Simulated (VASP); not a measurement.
Set up this calculation in VASP 6.6.1, as the native input.

```
Task                   : single point
Functional             : LDA
Potentials or basis    : VASP PAW LDA potentials, release 64 (Ca_sv)
Cutoff                 : 520 eV
k mesh                 : 14 × 14 × 14
Occupations            : gaussian, width 0.15 eV
Spin                   : no spin polarisation
Dipole correction      : no
Further INCAR settings : ALGO = Normal; EDIFF = 1e-06; NBANDS = 11
```

The structure of Ca lies in POSCAR:

```
Ca
1.0
    0.0000000000      2.7942000000      2.7942000000
    2.7383160000      0.0000000000      2.7942000000
    2.7383160000      2.7942000000      0.0000000000
Ca
1
Direct
    0.0000000000      0.0000000000      0.0000000000
```

This cell differs from its parent crystal: strain -0.0200 x Voigt [1, 0, 0, 0, 0, 0].

One way to write it, as run:

INCAR

```
PREC     = Accurate       # precision mode
ENCUT    = 520            # plane-wave cutoff, eV
EDIFF    = 1E-6           # SCF threshold, eV
ISMEAR   = 0              # smearing method
SIGMA    = 0.15           # smearing width, eV
LREAL    = F              # projectors in reciprocal space
LASPH    = T              # aspherical terms in the spheres
NELM     = 60             # most SCF steps
ALGO     = Normal         # electronic algorithm
ISIF     = 2              # what is computed and relaxed
LWAVE    = F              # write WAVECAR
LCHARG   = F              # write CHGCAR
NBANDS   = 11             # bands
```

KPOINTS

```
Automatic mesh
0
Gamma
  14 14 14
```

Potentials or basis: VASP PAW LDA potentials, release 64 (Ca_sv).

Run with:

```sh
$ cat potpaw_LDA.64/Ca_sv/POTCAR > POTCAR
$ mpirun -np 1 vasp_std > vasp.out
```

It gave:

```yaml
Pressure: -1.9 GPa
Band_gap_on_the_k_mesh: zero (bands 5 and 6 overlap by 0.26 eV)
```

Caveat: the cell differs from its parent crystal (strain -0.0200 x Voigt [1, 0, 0, 0, 0, 0]).

Wall time 2.2 min on 1 thread of Intel Xeon 8259CL, with other jobs on the host, peak memory 0.24 GiB.
